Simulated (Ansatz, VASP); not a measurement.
# Two plane-wave programs on CoO

INCAR

```
SYSTEM = CoO
PREC = Accurate
ENCUT = 700
EDIFF = 1E-6
ISMEAR = -1
SIGMA = 0.05
LREAL = .FALSE.
LASPH = .TRUE.
NELM = 200
ALGO = Normal
ISIF = 2
LWAVE = .FALSE.
LCHARG = .FALSE.
ISPIN = 2
MAGMOM = 2 0
LORBIT = 11
LMAXMIX = 4
GGA = PE
NBANDS = 22
GGA_COMPAT = .FALSE.
```

File KPOINTS:

```
regular mesh
0
G
  11 11 11
  0 0 0
```

File POSCAR:

```
CoO
1.0
    0.0000000000      2.1456163054      2.1456163054
    2.1456163054      0.0000000000      2.1456163054
    2.1456163054      2.1456163054      0.0000000000
Co O
1 1
Direct
    0.0000000000      0.0000000000      0.0000000000
    0.5000000000      0.5000000000      0.5000000000
```

The input input.yaml:

```yaml
crystal:
  lattice:
    - [0.0, 2.1456163054, 2.1456163054]
    - [2.1456163054, 0.0, 2.1456163054]
    - [2.1456163054, 2.1456163054, 0.0]
  atoms:
    - { symbol: Co, position: [0.0, 0.0, 0.0], spin: 2.0 }
    - { symbol: O, position: [0.5, 0.5, 0.5] }
hamiltonian:
  xc: pbe
  pseudopotentials: { kind: paw }
magnetization:
  spin_polarized: true
kpoints:
  mp_grid: { grid: [11, 11, 11] }
scf:
  occupations: { method: fermi_dirac, width: 0.05 }
output:
  forces: true
  stress: true
  eigenvalues: true
```

Alike in both runs: task single point; functional PBE; k mesh 11 × 11 × 11; occupations fermi-dirac, width 0.05 eV; collinear spin.

|  | VASP | Ansatz |
| --- | --- | --- |
| version | VASP 6.6.1 | Ansatz 0.2.0 |
| potentials or method | VASP PAW PBE potentials, release 64 (Co_sv, O) | Ansatz PAW |
| plane-wave cutoff (eV) | 700 | 420 |
| valence electrons in the cell | 23 | 23 |

Ansatz gave:

* gap on the k mesh at the Fermi level (eV): none
* pressure (GPa): -5.0
* net moment per atom (μB): 1.48
* size of the moment on the site where the two differ most (μB): 2.52

Which values does VASP return?

gap on the k mesh at the Fermi level (eV): none; pressure (GPa): -6.1; net moment per atom (μB): 1.48; size of the moment on the site where the two differ most (μB): 2.55.

Site moments also hang on the region over which each program counts them. A gap of «none» marks a metal or a gap that the smearing closes.
